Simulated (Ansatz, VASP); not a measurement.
**One calculation of C, two programs**

```
C
1.0
     0.00000    1.78337    1.78337
     1.78337    0.00000    1.78337
     1.78337    1.78337    0.00000
C
2
Direct
  0.75000 0.75000 0.75000
  0.50000 0.50000 0.50000
```

Alike in both runs: functional RPBE; k mesh 13 × 13 × 13; occupations fermi-dirac, width 0.05 eV; no spin polarisation.

|  | VASP | Ansatz |
| --- | --- | --- |
| version | VASP 6.6.1 | Ansatz 0.2.0 |
| potentials or method | VASP PAW PBE potentials, release 64 (C), cutoff 520 eV | all-electron LAPW, scalar-relativistic |
| task | single point | band structure |

```tsv
	VASP	Ansatz	Ansatz less VASP
gap on the k mesh at the Fermi level (eV)	4.14	4.15	+0.012
least direct gap on the mesh (eV)	5.59	5.61	+0.014
pressure (GPa)	8.5	7.9	-0.59
```

VASP's potentials were made for PBE, not for RPBE. Ansatz ran all-electron here, and VASP with PAW potentials.
